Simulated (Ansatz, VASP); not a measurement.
## Ru: VASP beside Ansatz

```xyz
2
Lattice="2.6936 0.0000 0.0000 -1.3468 2.3327 0.0000 0.0000 0.0000 4.2402" Properties=species:S:1:pos:R:3 pbc="T T T"
Ru    0.0000    1.5551    1.0600
Ru    1.3468    0.7776    3.1801
```

Alike in both runs: functional PBEsol; k mesh 13 × 13 × 8; occupations fermi-dirac, width 0.05 eV; collinear spin.

Ansatz relaxed the structure, and its values are those at the end. VASP's run is a single point on that final structure, the one shown.

```csv
,VASP,Ansatz
version,VASP 6.6.1,Ansatz 0.2.0
potentials or method,"VASP PAW PBE potentials, release 64 (Ru_pv), cutoff 520 eV","plane waves (420 eV) with PAW, scalar-relativistic"
valence electrons in the cell,28,32
```

```tsv
	VASP	Ansatz	Ansatz less VASP
pressure (GPa)	0.0	0.0	+0.06
net moment per atom (μB)	0.00	0.00	0.000
```

VASP's potentials were made for PBE, not for PBEsol, and Ansatz warns of the same on its side. VASP's potentials hold 28 valence electrons a cell and Ansatz's 32, so a difference there can come from the potentials and not from the codes. Ansatz's warnings: seeded moment not kept.
